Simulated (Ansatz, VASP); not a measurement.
**KI in VASP and in Ansatz**

```
K I
1.0
     0.00000    4.06006    4.06006
     4.06006    0.00000    4.06006
     4.06006    4.06006    0.00000
K I
1 1
Direct
  0.00000 0.00000 0.00000
  0.25000 0.25000 0.25000
```

Change from the starting cell: volume scaled by 1.05, crystal datasets.

Alike in both runs: task electric field gradients; functional PBE; k mesh 9 × 9 × 9; occupations fermi-dirac, width 0.03 eV; no spin polarisation.

|  | VASP | Ansatz |
| --- | --- | --- |
| version | VASP 6.6.1 | Ansatz 0.2.0 |
| potentials or method | VASP PAW PBE potentials, release 64 (K_sv, I), cutoff 520 eV | all-electron PAW with datasets made for the crystal, scalar-relativistic |

```tsv
	VASP	Ansatz	Ansatz less VASP
gap on the k mesh at the Fermi level (eV)	3.82	3.82	+0.002
pressure (GPa)	-0.3	-0.3	-0.01
```

Ansatz ran all-electron here, and VASP with PAW potentials.

Spin-orbit coupling is off throughout.
